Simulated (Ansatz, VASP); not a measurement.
# Two plane-wave programs on Sn4Se

```
Sn Se
1.0
     0.00000    5.42098    5.42098
     5.42098    0.00000    5.42098
     5.42098    5.42098    0.00000
Sn Se
8 2
Direct
  0.85473 0.85473 0.85473
  0.85473 0.85473 0.43580
  0.85473 0.43580 0.85473
  0.43580 0.85473 0.85473
  0.39527 0.39527 0.81420
  0.39527 0.39527 0.39527
  0.39527 0.81420 0.39527
  0.81420 0.39527 0.39527
  0.25000 0.25000 0.25000
  0.00000 0.00000 0.00000
```

Alike in both runs: functional PBE; k mesh 6 × 6 × 6; occupations gaussian, width 0.1 eV; no spin polarisation.

Ansatz relaxed the structure, and its values are those at the end. VASP's run is a single point on that final structure, the one shown.

|  | VASP | Ansatz |
| --- | --- | --- |
| version | VASP 6.6.1 | Ansatz 0.2.0 |
| potentials or method | VASP PAW PBE potentials, release 64 (Sn_d, Se), cutoff 520 eV | scalar-relativistic, plane waves, PAW |
| valence electrons in the cell | 124 | 144 |

|  | VASP | Ansatz | Ansatz less VASP |
| --- | --- | --- | --- |
| gap on the k mesh at the Fermi level (eV) | none | none | - |
| pressure (GPa) | 0.0 | 0.0 | +0.03 |
| rms of the force components (eV/Å) | 0.004 | 0.000 | -0.0032 |

A gap of «none» marks a metal or a gap that the smearing closes. VASP's potentials hold 124 valence electrons a cell and Ansatz's 144, so a difference there can come from the potentials and not from the codes.
